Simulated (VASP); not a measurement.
Wanted: the native input for a VASP 6.6.1 run.

```yaml
Task: single point
Functional: PBE
Potentials_or_basis: VASP PAW PBE potentials, release 64 (Ge_d, Sb, Se)
Cutoff: 520 eV
k_mesh: 10 × 10 × 6
Occupations: gaussian, width 0.1 eV
Spin: no spin polarisation
Dipole_correction: no
Further_INCAR_settings: ALGO = Normal; EDIFF = 1e-07; NBANDS = 30
```

The structure of Ge2Sb2Se lies in POSCAR:

```
Ge2Sb2Se
1.0
    4.1133566125      0.0000000000      0.0000000000
    0.0000000000      4.1133566125      0.0000000000
    0.0000000000      0.0000000000      8.4666905223
Ge Sb Se
2 2 1
Direct
    0.5000000000      0.5000000000      0.2134928399
    0.5000000000      0.5000000000      0.7865071601
    0.0000000000      0.0000000000      0.8335901084
    0.0000000000      0.0000000000      0.1664098916
    0.5000000000      0.5000000000      0.5000000000
```

These files were run (other wordings do the same):

INCAR

```
ALGO     = Normal         # electronic algorithm
EDIFF    = 1E-7           # SCF threshold, eV
ENCUT    = 520            # plane-wave cutoff, eV
GGA      = PE             # functional
ISIF     = 2              # what is computed and relaxed
ISMEAR   = 0              # smearing method
LASPH    = T              # aspherical terms in the spheres
LCHARG   = F              # write CHGCAR
LREAL    = F              # projectors in reciprocal space
LWAVE    = F              # write WAVECAR
NBANDS   = 30             # bands
NELM     = 100            # most SCF steps
PREC     = Accurate       # precision mode
SIGMA    = 0.1            # smearing width, eV
```

KPOINTS

```
k-points
0
Gamma
  10 10 6
```

Potentials or basis: VASP PAW PBE potentials, release 64 (Ge_d, Sb, Se).

The run is started by

```sh
$ cat potpaw_PBE.64/Ge_d/POTCAR potpaw_PBE.64/Sb/POTCAR potpaw_PBE.64/Se/POTCAR > POTCAR
$ mpirun -np 1 vasp_std > vasp.out
```

Results of the run:

```
Pressure               : 0.0 GPa
Largest force          : 0.028 eV/Å
Band gap on the k mesh : zero (band 22 reaches 5.36 eV, above the bottom of band 23 at 2.77 eV)
```

Caveat: spin-orbit coupling is left out, which moves the levels of the heavy elements.

Run time: 3.1 min on 1 thread of Intel(R) Xeon(R) 6975P-C (Granite Rapids), on a shared host, peak memory 0.5 GiB.
